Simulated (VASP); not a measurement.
Here is a VASP 6.6.1 calculation.

Contents of INCAR:

```
SYSTEM = Re
  PREC = Accurate
  ENCUT = 560
  EDIFF = 1E-6
  ISMEAR = -1
  SIGMA = 0.1
  LREAL = .FALSE.
  LASPH = .TRUE.
  NELM = 120
  ALGO = Normal
  ISIF = 2
  LWAVE = .FALSE.
  LCHARG = .FALSE.
  GGA = CA
  NBANDS = 14
  GGA_COMPAT = .FALSE.
```

The input KPOINTS:

```
Automatic mesh
0
G
  16 16 16
  0 0 0
```

The input POSCAR:

```
Re
1.0
    0.0000000000      1.9040840424      1.9040840424
    1.9040840424      0.0000000000      1.9040840424
    1.9040840424      1.9040840424      0.0000000000
Re
1
Direct
    0.0000000000      0.0000000000      0.0000000000
```

Potentials or basis: VASP PAW LDA potentials, release 64 (Re_sv_GW).

Command:

```console
$ cat potpaw_LDA.64/Re_sv_GW/POTCAR > POTCAR
$ mpirun -np 1 vasp_std > vasp.out
```

(1) What does it give for the pressure?

(2) Predict the band gap on the k mesh.

Results:

(1) 18.3 GPa.

(2) zero (an odd number of electrons rules out a gap without spin polarisation).

Caveat: the cell stands under pressure; spin-orbit coupling is left out, which moves the levels of the heavy elements.
